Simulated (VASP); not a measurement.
# CuRu4 (P6/mmm) in VASP: further runs

The runs below take CuRu4 through relaxation of cell and atoms, single point, with PBE.

All numbers are computed with VASP 6.6.1; they aren't measurements. Logs are shortened: lines on timing, memory, paths and dates and some standing lists are left out, and cuts for length are marked.

## (1) The cell of the first run

Symmetry: P6/mmm, No. 191, hexagonal system. The conventional cell has a = 4.081 Å, b = 4.081 Å, c = 7.418 Å, α = 90.00°, β = 90.00°, γ = 120.00°. Cu (site symmetry 6/mmm) has 2 Ru at 2.35 Å within 3.1 Å. Within 3.1 Å of Ru (site symmetry -6m2) lie 9 Ru at 2.36 to 2.72 Å. Within 3.1 Å of Ru (site symmetry 6mm) lie 1 Cu at 2.35 Å and 7 Ru at 2.71 to 2.72 Å.

The cell was built from a structure type or drawn by symmetry, and may not be a known phase.

## (2) Relaxation of cell and atoms, PBE

Input file INCAR:

```
PREC = Accurate
ENCUT = 600
EDIFF = 1E-6
ISMEAR = 0
SIGMA = 0.1
LREAL = False
LASPH = True
NELM = 80
ALGO = Fast
ISIF = 3
LWAVE = False
LCHARG = False
GGA = PE
IBRION = 2
NSW = 90
EDIFFG = -0.04
```

Input file KPOINTS:

```
Automatic mesh
0
Gamma
  6 6 4
```

Input file POSCAR:

```
CuRu4
1.0
    4.0811398093      0.0000000000      0.0000000000
   -2.0405699047      3.5343707513      0.0000000000
    0.0000000000      0.0000000000      7.4180747365
Cu Ru
1 4
Direct
    0.0000000000      0.0000000000      0.0000000000
    0.3333333333      0.6666666667      0.5000000000
    0.6666666667      0.3333333333      0.5000000000
    0.0000000000      0.0000000000      0.3173681265
    0.0000000000      0.0000000000      0.6826318735
```

Potentials or basis: VASP PAW PBE potentials, release 64 (Cu, Ru_pv).

The run is started by

```sh
$ cat potpaw_PBE.64/Cu/POTCAR potpaw_PBE.64/Ru_pv/POTCAR > POTCAR
$ mpirun -np 1 vasp_std > vasp.out
```

OUTCAR:

```text
PREC = Accurate
   ENCUT = 600
   EDIFF = 1E-6
   ISMEAR = 0
   LREAL = False
   LASPH = True
   NELM = 80
   ISIF = 3
   GGA = PE
   IBRION = 2
   NSW = 90
   EDIFFG = -0.04

 ion  position               nearest neighbor table
   1  0.000  0.000  0.000-   4 2.35   5 2.35
   2  0.333  0.667  0.500-   3 2.36   3 2.36   3 2.36   5 2.72   4 2.72   5 2.72   4 2.72   5 2.72
                             4 2.72
   3  0.667  0.333  0.500-   2 2.36   2 2.36   2 2.36   5 2.72   4 2.72   4 2.72   5 2.72   4 2.72
                             5 2.72
   4  0.000  0.000  0.317-   1 2.35   5 2.71   3 2.72   2 2.72   3 2.72   2 2.72   3 2.72   2 2.72

   5  0.000  0.000  0.683-   1 2.35   4 2.71   3 2.72   2 2.72   3 2.72   2 2.72   3 2.72   2 2.72

  LATTYP: Found a hexagonal cell.
 ALAT       =     4.0811398093
 C/A-ratio  =     1.8176477855

  Lattice vectors:

 A1 = (   4.0811398093,   0.0000000000,   0.0000000000)
 A2 = (  -2.0405699047,   3.5343707513,   0.0000000000)
 A3 = (   0.0000000000,   0.0000000000,   7.4180747365)

Analysis of symmetry for initial positions (statically):
=====================================================================
 Subroutine PRICEL returns:
 Original cell was already a primitive cell.

 Routine SETGRP: Setting up the symmetry group for a
 hexagonal supercell.

 Subroutine GETGRP returns: Found 24 space group operations
 (whereof 24 operations were pure point group operations)
 out of a pool of 24 trial point group operations.

The static configuration has the point symmetry D_6h.

Analysis of symmetry for dynamics (positions and initial velocities):
=====================================================================
 Subroutine PRICEL returns:
 Original cell was already a primitive cell.

 Routine SETGRP: Setting up the symmetry group for a
 hexagonal supercell.

 Subroutine GETGRP returns: Found 24 space group operations
 (whereof 24 operations were pure point group operations)
 out of a pool of 24 trial point group operations.

The dynamic configuration has the point symmetry D_6h.

 Subroutine INISYM returns: Found 24 space group operations
 (whereof 24 operations are pure point group operations),
 and found     1 'primitive' translations

----------------------------------------------------------------------------------------

                                     Primitive cell

  volume of cell :     107.0002

  direct lattice vectors                    reciprocal lattice vectors
     4.081139809  0.000000000  0.000000000     0.245029587  0.141467898  0.000000000
    -2.040569905  3.534370751  0.000000000     0.000000000  0.282935795  0.000000000
     0.000000000  0.000000000  7.418074737     0.000000000  0.000000000  0.134805867

  length of vectors
     4.081139809  4.081139809  7.418074737     0.282935795  0.282935795  0.134805867

  position of ions in fractional coordinates (direct lattice)
     0.000000000  0.000000000  0.000000000
     0.333333333  0.666666667  0.500000000
     0.666666667  0.333333333  0.500000000
     0.000000000  0.000000000  0.317368126
     0.000000000  0.000000000  0.682631873

  ion indices of the primitive-cell ions
   primitive index   ion index
                 1           1
                 2           2
                 3           3
                 4           4
                 5           5

----------------------------------------------------------------------------------------

 KPOINTS: Automatic mesh

Automatic generation of k-mesh.
 Grid dimensions read from file:
 generate k-points for:    6    6    4

 Generating k-lattice:

  Cartesian coordinates                     Fractional coordinates (reciprocal lattice)
     0.040838264  0.023577983  0.000000000     0.166666667  0.000000000  0.000000000
     0.000000000  0.047155966  0.000000000     0.000000000  0.166666667  0.000000000
     0.000000000  0.000000000  0.033701467     0.000000000  0.000000000  0.250000000

  Length of vectors
     0.047155966  0.047155966  0.033701467

  Shift w.r.t. Gamma in fractional coordinates (k-lattice)
     0.000000000  0.000000000  0.000000000

 Subroutine IBZKPT returns following result:
 ===========================================

 Found     21 irreducible k-points:

 Following reciprocal coordinates:
            Coordinates               Weight
  0.000000  0.000000  0.000000      1.000000
  0.166667  0.000000  0.000000      6.000000
  0.333333 -0.000000  0.000000      6.000000
  0.500000 -0.000000  0.000000      3.000000
  0.166667  0.166667  0.000000      6.000000
  0.333333  0.166667  0.000000     12.000000
[... 13 lines left out ...]
  0.333333  0.166667  0.500000     12.000000
  0.333333  0.333333  0.500000      2.000000
   k-points           NKPTS =     21   k-points in BZ     NKDIM =     21   number of bands    NBANDS=     40
   number of dos      NEDOS =    301   number of ions     NIONS =      5
   total plane-waves  NPLWV =  77760
   dimension x,y,z NGX =    36 NGY =   36 NGZ =   60
   dimension x,y,z NGXF=    72 NGYF=   72 NGZF=  120
   ions per type =               1   4
   NGX,Y,Z   is equivalent  to a cutoff of  14.66, 14.66, 13.45 a.u.
   NGXF,Y,Z  is equivalent  to a cutoff of  29.33, 29.33, 26.89 a.u.
 SYSTEM =  unknown system
   PREC   = accura    normal or accurate (medium, high low for compatibility)
   ISTART =      0    job   : 0-new  1-cont  2-samecut
   ICHARG =      2    charge: 1-file 2-atom 10-const
   ISPIN  =      1    spin polarized calculation?
   LNONCOLLINEAR =      F non collinear calculations
   LSORBIT =      F    spin-orbit coupling
   LASPH  =      T    aspherical Exc in radial PAW
   ENCUT  =  600.0 eV  44.10 Ry    6.64 a.u.   8.15  8.15 14.82*2*pi/ulx,y,z
   NELM   =     80;   NELMIN=  2; NELMDL= -5     # of ELM steps
   EDIFF  = 0.1E-05   stopping-criterion for ELM
   LREAL  =      F    real-space projection
   EDIFFG = -.4E-01   stopping-criterion for IOM
   NSW    =     90    number of steps for IOM
   IBRION =      2    ionic relax: 0-MD 1-quasi-New 2-CG
   NFREE  =      1    steps in history (QN), initial steepest desc. (CG)
   ISIF   =      3    stress and relaxation
   ISYM   =      2    0-nonsym 1-usesym 2-fastsym
   POTIM  = 0.5000    time-step for ionic-motion
   TEBEG  =    0.0;   TEEND  =   0.0 temperature during run
   PSTRESS=    0.0 pullay stress
   NELECT =      67.0000    total number of electrons
   NUPDOWN=      -1.0000    fix difference up-down
   EMIN   =  10.00;   EMAX   =-10.00  energy-range for DOS
   EFERMI =   0.00;   METHOD = LEGACY
   ISMEAR =     0;   SIGMA  =   0.10  broadening in eV -4-tet -1-fermi 0-gaus
   EFERMI_NEDOS =   21; number of points for ismear=-14 and -15
   IALGO  =     68    algorithm
   IMIX   =      4    mixing-type and parameters
     AMIX     =   0.40;   BMIX     =  1.00
     AMIX_MAG =   1.60;   BMIX_MAG =  1.00
  volume/ion in A,a.u.               =      21.40       144.41
  Fermi-wavevector in a.u.,A,eV,Ry     =   1.400570  2.646694 26.689141  1.961596
  Thomas-Fermi vector in A             =   2.523517
   LORBIT       =      0    0 simple, 1 ext, 2 COOP (PROOUT), +10 PAW based schemes
   GGA     = PE    functional components
   LHFCALC =     F    Hartree Fock is set to
   AEXX    =    0.0000 exact exchange contribution
   IVDW    =     0    specifies the selected vdW correction
   LEPSILON=     F    determine dielectric tensor
   LRPA    =     F    only Hartree local field effects (RPA)
 conjugate gradient relaxation of ions
 non-spin polarized calculation
 RMM-DIIS sequential band-by-band and
 Gauss-broadening in eV      SIGMA  =   0.10
  energy-cutoff  :      600.00
  volume of cell :      107.00
 maximum number of plane-waves:      3596
 NGX is ok and might be reduce to    36
   NGX = 17   NGY = 17   NGZ = 29

--------------------------------------- Ionic step        1  -------------------------------------------

 number of electron      67.0000005 magnetization

 Free energy of the ion-electron system (eV)
  ---------------------------------------------------
  ext. energy  EPLUGINS =         0.00000000
  ---------------------------------------------------
  free energy    TOTEN  =       -33.95437886 eV

  energy without entropy =      -33.90417366  energy(sigma->0) =      -33.92927626

------------------------ aborting loop because EDIFF is reached ----------------------------------------

  FORCE on cell =-STRESS in cart. coord.  units (eV):
  Direction    XX          YY          ZZ          XY          YZ          ZX
  --------------------------------------------------------------------------------------
  -------------------------------------------------------------------------------------
  Total        0.0993358      0.0993358     -0.6644645     -0.0000000      0.0000000     -0.0000000
  in kB        1.4874132      1.4874132     -9.9494157     -0.0000000      0.0000000     -0.0000000
  external PRESSURE =      -2.3248631 kB  Pullay stress =       0.0000000 kB
[... 141 lines left out ...]
  energy  without entropy=      -33.9048795214  energy(sigma->0) =      -33.93506379

--------------------------------------- Ionic step        5  -------------------------------------------

 number of electron      67.0000020 magnetization

 Free energy of the ion-electron system (eV)
  ---------------------------------------------------
  ext. energy  EPLUGINS =         0.00000000
  ---------------------------------------------------
  free energy    TOTEN  =       -33.96824907 eV

  energy without entropy =      -33.90995472  energy(sigma->0) =      -33.93910190

 E-fermi :   5.3728     XC(G=0): -10.4765

 val. band max:        5.3567840199   @ k =   0.1667   0.1667   0.0000
 cond. band min:       5.3822095835   @ k =   0.3333   0.1667   0.0000
 fundamental gap:      0.0254255637
 Fermi energy:         5.3728477826

 k-point     1 :       0.0000    0.0000    0.0000
  band No.  band energies     occupation
      1     -38.4594      2.00000
      2     -38.4594      2.00000
      3     -37.7473      2.00000
      4     -37.4923      2.00000
      5     -37.4923      2.00000
      6     -37.4269      2.00000
[... 924 lines left out ...]
  FREE ENERGIE OF THE ION-ELECTRON SYSTEM (eV)
  ---------------------------------------------------
  free  energy   TOTEN  =       -33.9682490730 eV

  energy  without entropy=      -33.9099547175  energy(sigma->0) =      -33.93910190

 reached required accuracy - stopping structural energy minimisation
```

Run time: 22 min. Hardware: 1 thread of Intel Xeon 8259CL, shared host; peak memory 0.33 GiB.

What came out:

```
Free energy                           : -33.9682 eV
Relaxed volume                        : 21.45 Å³/atom
Relaxed cell                          : a = 4.099 Å, b = 4.099 Å, c = 7.370 Å, α = 90.00°, β = 90.00°, γ = 120.00°
Space group after relaxing (to 0.1 Å) : P6/mmm (No. 191)
Energy gained by relaxing             : 2.8 meV/atom
Ionic steps                           : 5
Pressure after relaxing               : 0.0 GPa
Largest force after relaxing          : 0.023 eV/Å
Band gap on the k mesh                : zero (an odd number of electrons rules out a gap without spin polarisation)
```

Forces in eV/Å, atoms in the order of the input:
```
Cu   0.000  0.000  0.000
Ru   0.000  0.000  0.000
Ru   0.000  0.000  0.000
Ru   0.000  0.000  0.023
Ru   0.000  0.000 -0.023
```

Stress tensor (GPa, compression positive):
```
-0.06  0.00  0.00
 0.00 -0.06  0.00
 0.00  0.00  0.09
```

The path:
| step | energy change (eV) | largest force (eV/Å) | pressure (GPa) | volume (Å³) |
| --- | --- | --- | --- | --- |
| 1 | 0.0000 | 0.4284 | -0.23 | 107.00 |
| 2 | -0.0115 | 0.0388 | 0.81 | 106.52 |
| 3 | -0.0116 | 0.0220 | 0.86 | 106.50 |
| 4 | -0.0109 | 0.0164 | -0.97 | 108.05 |
| 5 | -0.0139 | 0.0231 | -0.01 | 107.23 |

Final structure:
```xyz
5
Lattice="4.0988 0.0000 0.0000 -2.0494 3.5496 0.0000 0.0000 0.0000 7.3700" Properties=species:S:1:pos:R:3 pbc="T T T"
Cu    0.0000    0.0000    0.0000
Ru    0.0000    2.3664    3.6850
Ru    2.0494    1.1832    3.6850
Ru    0.0000    0.0000    2.3654
Ru    0.0000    0.0000    5.0046
```

## (3) Single point, PBE, collinear spin, ferromagnetic start

Input file INCAR:

```
ALGO     = Normal         # electronic algorithm
EDIFF    = 1E-7           # SCF threshold, eV
ENCUT    = 520            # plane-wave cutoff, eV
GGA      = PE             # functional
ISIF     = 2              # what is computed and relaxed
ISMEAR   = 0              # smearing method
ISPIN    = 2              # spin polarisation
LASPH    = True           # aspherical terms in the spheres
LCHARG   = False          # write CHGCAR
LMAXMIX  = 4              # l up to which the mixer works
LORBIT   = 11             # projections on sites
LREAL    = False          # projectors in reciprocal space
LWAVE    = False          # write WAVECAR
MAGMOM   = 0 1 1 1 1      # initial moments
NBANDS   = 46             # bands
NELM     = 150            # most SCF steps
PREC     = Accurate       # precision mode
SIGMA    = 0.1            # smearing width, eV
```

Input file KPOINTS:

```
k-points
0
Gamma
  6 6 4
```

Input file POSCAR:

```
CuRu4
1.0
    4.0980558031      0.0000000000      0.0000000000
   -2.0490279015      3.5490204316      0.0000000000
    0.0000000000      0.0000000000      7.3662540352
Cu Ru
1 4
Direct
    0.0000000000      0.0000000000      0.0000000000
    0.3333333333      0.6666666667      0.5000000000
    0.6666666667      0.3333333333      0.5000000000
    0.0000000000      0.0000000000      0.3204828068
    0.0000000000      0.0000000000      0.6795171932
```

Potentials or basis: VASP PAW PBE potentials, release 64 (Cu, Ru_pv).

The run is started by

```sh
$ cat potpaw_PBE.64/Cu/POTCAR potpaw_PBE.64/Ru_pv/POTCAR > POTCAR
$ mpirun -np 1 vasp_std > vasp.out
```

Wall time 11 min (1 thread of Intel Xeon 8259CL, shared host); peak memory 0.34 GiB.

Results (log left out):

| Quantity | Value |
| --- | --- |
| Free energy | -33.9874 eV |
| Pressure | 0.3 GPa |
| Largest force | 0.307 eV/Å |
| Net moment | 1.39 μB per cell |
| Site moments | Cu +0.14; Ru -0.04, +0.60 (each value once) μB |
| Valence electrons inside the program's atomic spheres | Cu 9.87; Ru 12.75, 12.53 (each value once) |

Forces in eV/Å, atoms in the order of the input:
```
Cu   0.000  0.000  0.000
Ru   0.000  0.000  0.000
Ru   0.000  0.000  0.000
Ru   0.000  0.000  0.307
Ru   0.000  0.000 -0.307
```

Stress tensor (GPa, compression positive):
```
0.39 0.00 0.00
0.00 0.39 0.00
0.00 0.00 0.24
```

Levels at points of the mesh, in eV from the Fermi level:
Spin up:
| k point | band 32 | band 33 | band 34 | band 35 | band 36 | band 37 |
| --- | --- | --- | --- | --- | --- | --- |
| (0.00, 0.00, 0.00) | -0.38 | -0.05 | 0.42 | 0.42 | 0.44 | 0.70 |
| (0.50, 0.00, 0.00) | -0.80 | -0.26 | -0.23 | 0.00 | 0.05 | 1.56 |
| (0.00, 0.00, 0.50) | -1.39 | -0.04 | 0.38 | 0.38 | 0.77 | 0.77 |
| (0.50, 0.00, 0.50) | -0.94 | -0.77 | -0.64 | -0.59 | 1.10 | 1.56 |
Spin down:
```tsv
k point	band 29	band 30	band 31	band 32	band 33	band 34	band 35	band 36	band 37	band 38
(0.00, 0.00, 0.00)	-1.34	-1.14	-1.14	-0.12	0.01	0.54	0.78	0.78	1.02	1.02
(0.50, 0.00, 0.00)	-1.51	-1.23	-0.93	-0.71	0.13	0.22	0.26	0.50	1.67	1.87
(0.00, 0.00, 0.50)	-1.43	-1.40	-1.40	-1.26	-0.11	0.66	0.66	1.03	1.03	1.17
(0.50, 0.00, 0.50)	-1.14	-1.00	-0.92	-0.85	-0.63	-0.32	-0.12	1.33	1.68	1.88
```
